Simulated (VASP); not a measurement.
A run of VASP 6.6.1 is set up as follows.

INCAR

```
PREC = Accurate
ENCUT = 520
EDIFF = 1E-6
ISMEAR = 0
SIGMA = 0.1
LREAL = F
LASPH = T
NELM = 100
ALGO = Normal
ISIF = 2
LWAVE = F
LCHARG = F
NBANDS = 12
```

Contents of KPOINTS:

```
regular mesh
0
Gamma
  14 14 14
```

The input POSCAR:

```
Au
1.0
    0.0000000000      2.0238288612      2.0238288612
    2.0238288612      0.0000000000      2.0238288612
    2.0238288612      2.0238288612      0.0000000000
Au
1
Direct
    0.0000000000      0.0000000000      0.0000000000
```

Potentials or basis: VASP PAW LDA potentials, release 64 (Au).

Launch:

```bash
$ cat potpaw_LDA.64/Au/POTCAR > POTCAR
$ mpirun -np 1 vasp_std > vasp.out
```

Problem. Estimate the pressure.

Solution. 0.5 GPa.
